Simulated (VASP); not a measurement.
A run of VASP 6.6.1 is set up as follows.

The input INCAR:

```
SYSTEM = W4C3
PREC = Accurate ; ENCUT = 520
EDIFF = 1E-6 ; ISMEAR = 0
SIGMA = 0.1 ; LREAL = .False.
LASPH = .True. ; NELM = 80
ALGO = Normal ; ISIF = 2
LWAVE = .False. ; LCHARG = .False.
LDIPOL = .True. ; IDIPOL = 3
DIPOL = 0.5 0.5 0.500 ; GGA = PE
NBANDS = 43
```

The input KPOINTS:

```
regular mesh
0
Gamma
  12 12 1
  0 0 0
```

Contents of POSCAR:

```
W4C3
1.0
    2.9217716511      0.0000000000      0.0000000000
   -1.4608858255      2.5303284739      0.0000000000
    0.0000000000      0.0000000000     23.5412276491
W C
4 3
Direct
    0.0000000000      0.0000000000      0.3185900120
    0.0000000000      0.0000000000      0.4395300040
    0.0000000000      0.0000000000      0.5604699960
    0.0000000000      0.0000000000      0.6814099880
    0.6666666667      0.3333333333      0.3790600080
    0.6666666667      0.3333333333      0.5000000000
    0.6666666667      0.3333333333      0.6209399920
```

Potentials or basis: VASP PAW PBE potentials, release 64 (W_sv, C).

Launch:

```bash
$ cat potpaw_PBE.64/W_sv/POTCAR potpaw_PBE.64/C/POTCAR > POTCAR
$ mpirun -np 1 vasp_std > vasp.out
```

(1) Estimate the largest force.

(2) Estimate the band gap on the k mesh.

Answers

(1) 1.039 eV/Å.

(2) zero (band 34 reaches 2.92 eV, above the bottom of band 35 at 2.08 eV).

Caveat: spin-orbit coupling is left out, which moves the levels of the heavy elements.
